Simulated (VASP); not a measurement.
Input of a VASP 6.6.1 run:

Contents of INCAR:

```
SYSTEM = NaCl
PREC = Accurate
ENCUT = 500
EDIFF = 1E-6
ISMEAR = 0
SIGMA = 0.1
LREAL = .FALSE.
LASPH = .TRUE.
NELM = 200
ALGO = Normal
ISIF = 2
LWAVE = .FALSE.
LCHARG = .FALSE.
ISPIN = 2
MAGMOM = 0.41 2.99
LORBIT = 11
NUPDOWN = 5.0
GGA = PE
NBANDS = 18
GGA_COMPAT = .FALSE.
```

Contents of KPOINTS:

```
Automatic mesh
0
G
  3 3 3
  0 0 0
```

The input POSCAR:

```
NaCl
1.0
    0.0000000000      2.7940632177      2.7940632177
    2.7940632177      0.0000000000      2.7940632177
    2.7940632177      2.7940632177      0.0000000000
Na Cl
1 1
Direct
    0.0000000000      0.0000000000      0.0000000000
    0.5000000000      0.5000000000      0.5000000000
```

Potentials or basis: VASP PAW PBE potentials, release 64 (Na_pv, Cl).

The run is started by

```bash
$ cat potpaw_PBE.64/Na_pv/POTCAR potpaw_PBE.64/Cl/POTCAR > POTCAR
$ mpirun -np 1 vasp_std > vasp.out
```

(1) Predict the pressure.

## Answers

(1) 28.4 GPa.

Caveat: the k points lie up to 0.65 Å⁻¹ apart; the moment is held away from its start; the total moment is fixed, so each spin has its own Fermi level and the state may be an excited one.
